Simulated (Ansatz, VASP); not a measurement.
## KCl: VASP beside Ansatz

File POSCAR:

```
KCl
1.0
    0.0000000000      3.0148197985      3.0148197985
    3.0148197985      0.0000000000      3.0148197985
    3.0148197985      3.0148197985      0.0000000000
K Cl
1 1
Direct
    0.0000000000      0.0000000000      0.0000000000
    0.5000000000      0.5000000000      0.5000000000
```

Contents of INCAR.step1:

```
  ALGO = Normal
  EDIFF = 1E-4
  ENCUT = 520
  GGA = PE
  ISMEAR = 0
  LASPH = True
  LCHARG = False
  LREAL = False
  LWAVE = True
  NBANDS = 15
  NELM = 60
  PREC = Accurate
  SIGMA = 0.05
```

The input INCAR.step2:

```
  ALGO = Normal
  EDIFF = 1E-6
  ENCUT = 520
  ISIF = 2
  ISMEAR = 0
  ISTART = 1
  LASPH = True
  LCHARG = False
  LMIXTAU = True
  LREAL = False
  LWAVE = False
  METAGGA = R2SCAN
  NBANDS = 15
  NELM = 60
  PREC = Accurate
  SIGMA = 0.05
```

Contents of KPOINTS:

```
k-points
0
Gamma
  6 6 6
```

Input for Ansatz:

```yaml
crystal:
  lattice:
    - [0.0, 3.0148197985, 3.0148197985]
    - [3.0148197985, 0.0, 3.0148197985]
    - [3.0148197985, 3.0148197985, 0.0]
  atoms:
    - { symbol: K, position: [0.0, 0.0, 0.0] }
    - { symbol: Cl, position: [0.5, 0.5, 0.5] }
basis:
  ecutwfc: 500
  ecutrho_ratio: 4
kpoints:
  mp_grid: { grid: [6, 6, 6] }
hamiltonian:
  xc: r2scan
scf:
  occupations: { method: gaussian, width: 0.05 }
output:
  forces: true
  stress: true
  eigenvalues: true
```

Alike in both runs: task single point; functional r2SCAN; k mesh 6 × 6 × 6; occupations gaussian, width 0.05 eV; no spin polarisation.

```csv
,VASP,Ansatz
version,VASP 6.6.1,Ansatz 0.2.0
potentials or method,"VASP PAW PBE potentials, release 64 (K_sv, Cl), cutoff 520 eV","scalar-relativistic, plane waves, PAW"
valence electrons in the cell,16,16
```

|  | VASP | Ansatz | Ansatz less VASP |
| --- | --- | --- | --- |
| gap on the k mesh at the Fermi level (eV) | 6.32 | 6.32 | -0.004 |
| least direct gap on the mesh (eV) | 6.32 | 6.32 | -0.004 |
| pressure (GPa) | 3.4 | 3.4 | 0.00 |

VASP's potentials were made for PBE, not for r2SCAN.
